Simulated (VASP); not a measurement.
Write the native input for VASP 6.6.1 that does the following.

| Item | Value |
| --- | --- |
| Task | single point |
| Functional | PBE |
| Potentials or basis | VASP PAW PBE potentials, release 64 (B, N) |
| Cutoff | 520 eV |
| k mesh | 12 × 12 × 4 |
| Occupations | gaussian, width 0.05 eV |
| Spin | no spin polarisation |
| Dipole correction | no |
| Further INCAR settings | ALGO = Normal; EDIFF = 1e-06; NBANDS = 16 |

The structure of BN lies in POSCAR:

```
BN
1.0
    2.5121751215      0.0000000000      0.0000000000
   -1.2560875608      2.1756074740      0.0000000000
    0.0000000000      0.0000000000      8.6774386441
B N
2 2
Direct
    0.3333333333      0.6666666667      0.2500000000
    0.6666666667      0.3333333333      0.7500000000
    0.3333333333      0.6666666667      0.7500000000
    0.6666666667      0.3333333333      0.2500000000
```

This cell differs from its parent crystal: strain +0.0400 x Voigt [0, 0, 1, 0, 0, 0].

One way to write it, as run:

INCAR

```
PREC = Accurate ; ENCUT = 520
EDIFF = 1E-6 ; ISMEAR = 0
SIGMA = 0.05 ; LREAL = False
LASPH = True ; NELM = 60
ALGO = Normal ; ISIF = 2
LWAVE = False ; LCHARG = False
GGA = PE ; NBANDS = 16
```

KPOINTS

```
Automatic mesh
0
Gamma
  12 12 4
```

Potentials or basis: VASP PAW PBE potentials, release 64 (B, N).

Run with:

```sh
$ cat potpaw_PBE.64/B/POTCAR potpaw_PBE.64/N/POTCAR > POTCAR
$ mpirun -np 1 vasp_std > vasp.out
```

It gave:

* Pressure: 0.0 GPa
* Band gap on the k mesh: 4.32 eV, indirect (least direct gap 4.66 eV)

Caveat: the cell differs from its parent crystal (strain +0.0400 x Voigt [0, 0, 1, 0, 0, 0]); this functional lacks dispersion, which binds the layers, so the pressure and a relaxed spacing across them are unreliable.

Run time: 19 s on 1 thread of Intel(R) Xeon(R) Platinum 8559C (Emerald Rapids), with other jobs on the host, peak memory 0.17 GiB.
